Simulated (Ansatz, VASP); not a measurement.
Pt in VASP and in Ansatz

INCAR

```
SYSTEM = Pt
ALGO     = Normal         ! electronic algorithm
EDIFF    = 1E-7           ! SCF threshold, eV
ENCUT    = 520            ! plane-wave cutoff, eV
GGA      = PE             ! functional
ISIF     = 2              ! what is computed and relaxed
ISMEAR   = 0              ! smearing method
LASPH    = .TRUE.         ! aspherical terms in the spheres
LCHARG   = .TRUE.         ! write CHGCAR
LELF     = .TRUE.         ! ELF
LREAL    = .FALSE.        ! projectors in reciprocal space
LVHAR    = .TRUE.       
LWAVE    = .FALSE.        ! write WAVECAR
NBANDS   = 11             ! bands
NELM     = 60             ! most SCF steps
PREC     = Accurate       ! precision mode
SIGMA    = 0.15           ! smearing width, eV
```

File KPOINTS:

```
k-points
0
G
  14 14 14
  0 0 0
```

Contents of POSCAR:

```
Pt
1.0
    0.0000000000      1.9850550544      1.9850550544
    1.9850550544      0.0000000000      1.9850550544
    1.9850550544      1.9850550544      0.0000000000
Pt
1
Direct
    0.0000000000      0.0000000000      0.0000000000
```

Input for Ansatz:

```yaml
crystal:
  lattice:
    - [0.0, 1.9850550543, 1.9850550543]
    - [1.9850550543, 0.0, 1.9850550543]
    - [1.9850550543, 1.9850550543, 0.0]
  atoms:
    - { symbol: Pt, position: [0.0, 0.0, 0.0] }
basis:
  ecutwfc: 420
kpoints:
  mp_grid: { grid: [14, 14, 14] }
hamiltonian:
  xc: pbe
scf:
  occupations: { method: gaussian, width: 0.15 }
output:
  forces: true
  stress: true
  eigenvalues: true
```

Alike in both runs: task single point; functional PBE; k mesh 14 × 14 × 14; occupations gaussian, width 0.15 eV; no spin polarisation.

|  | VASP | Ansatz |
| --- | --- | --- |
| version | VASP 6.6.1 | Ansatz 0.2.0 |
| potentials or method | VASP PAW PBE potentials, release 64 (Pt), cutoff 520 eV | scalar-relativistic, plane waves, PAW |
| valence electrons in the cell | 10 | 18 |

```tsv
	VASP	Ansatz	Ansatz less VASP
gap on the k mesh at the Fermi level (eV)	none	none	-
pressure (GPa)	-0.5	0.0	+0.49
```

A gap of «none» marks a metal or a gap that the smearing closes. VASP's potentials hold 10 valence electrons a cell and Ansatz's 18, so a difference there can come from the potentials and not from the codes.

Neither program's run includes spin-orbit coupling.
